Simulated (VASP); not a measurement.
A run of VASP 6.6.1 is set up as follows.

The input INCAR:

```
ALGO = Normal ; EDIFF = 1E-7
ENCUT = 520 ; GGA = PE
ISIF = 2 ; ISMEAR = 0
LASPH = True ; LCHARG = False
LREAL = False ; LWAVE = False
NBANDS = 25 ; NELM = 100
PREC = Accurate ; SIGMA = 0.05
```

File KPOINTS:

```
k-points
0
Gamma
  12 12 8
```

The input POSCAR:

```
CuO
1.0
    2.0609511213     -2.0636649219      0.1616966287
    2.0609511213      2.0636649219      0.1616966287
   -0.4021300034      0.0000000000      5.1283533218
Cu O
2 2
Direct
    0.0000000000      0.5000000000      0.0000000000
    0.5000000000      0.0000000000      0.5000000000
    0.4999871984      0.5000128016      0.2500000000
    0.5000128016      0.4999871984      0.7500000000
```

Potentials or basis: VASP PAW PBE potentials, release 64 (Cu, O).

Launch:

```bash
$ cat potpaw_PBE.64/Cu/POTCAR potpaw_PBE.64/O/POTCAR > POTCAR
$ mpirun -np 1 vasp_std > vasp.out
```

Q: Predict the band gap on the k mesh.

A: Zero (bands 17 and 18 overlap by 1.17 eV).

Q: What does it give for the pressure?

A: 3.6 GPa.

Stress tensor (GPa, compression positive):
```
 3.40  0.00 -0.04
 0.00  3.42  0.00
-0.04  0.00  3.90
```

Caveat: the cell stands under pressure; semilocal functionals often make such compounds metallic where correlation or magnetic order opens a gap, which also shifts bond lengths. With open d or f shells a metallic result of PBE can be an artefact of self-interaction; +U or a hybrid may open a gap.
